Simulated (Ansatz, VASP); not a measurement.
# GaN: VASP beside Ansatz

Contents of INCAR:

```
PREC = Accurate ; ENCUT = 520
EDIFF = 1E-6 ; ISMEAR = 0
SIGMA = 0.05 ; LREAL = F
LASPH = T ; NELM = 100
ALGO = Normal ; ISIF = 2
LWAVE = F ; LCHARG = T
GGA = PE ; LELF = T
LVHAR = T ; NBANDS = 26
```

The input KPOINTS:

```
Automatic mesh
0
Gamma
  12 12 6
```

The input POSCAR:

```
GaN
1.0
    3.1177864111      0.0000000000      0.0000000000
   -1.5588932055      2.7000822356      0.0000000000
    0.0000000000      0.0000000000      5.5869849965
Ga N
2 2
Direct
    0.3333333333      0.6666666667      0.9991316875
    0.6666666667      0.3333333333      0.4991316875
    0.3333333333      0.6666666667      0.3758683125
    0.6666666667      0.3333333333      0.8758683125
```

Input for Ansatz:

```yaml
crystal:
  lattice:
    - [3.1177864111, 0.0, 0.0]
    - [-1.5588932055, 2.7000822356, 0.0]
    - [0.0, 0.0, 5.5869849965]
  atoms:
    - { symbol: Ga, position: [0.3333333333, 0.6666666667, 0.9991316875] }
    - { symbol: Ga, position: [0.6666666667, 0.3333333333, 0.4991316875] }
    - { symbol: "N", position: [0.3333333333, 0.6666666667, 0.3758683125] }
    - { symbol: "N", position: [0.6666666667, 0.3333333333, 0.8758683125] }
basis:
  ecutwfc: 420
kpoints:
  mp_grid: { grid: [12, 12, 6] }
hamiltonian:
  xc: pbe
scf:
  occupations: { method: gaussian, width: 0.05 }
output:
  forces: true
  stress: true
  eigenvalues: true
```

Alike in both runs: task single point; functional PBE; k mesh 12 × 12 × 6; occupations gaussian, width 0.05 eV; no spin polarisation.

|  | VASP | Ansatz |
| --- | --- | --- |
| version | VASP 6.6.1 | Ansatz 0.2.0 |
| potentials or method | VASP PAW PBE potentials, release 64 (Ga_d, N), cutoff 520 eV | scalar-relativistic, plane waves, PAW |
| valence electrons in the cell | 36 | 36 |

```tsv
	VASP	Ansatz	Ansatz less VASP
gap on the k mesh at the Fermi level (eV)	1.27	1.27	-0.001
least direct gap on the mesh (eV)	1.27	1.27	-0.001
pressure (GPa)	2.4	2.4	-0.05
traceless stress, the component that is largest in VASP (GPa)	-20.32	-20.33	-0.004
rms of the force components (eV/Å)	0.275	0.281	+0.0063
```

Atom by atom the forces differ by 0.006 eV/Å (rms over components).
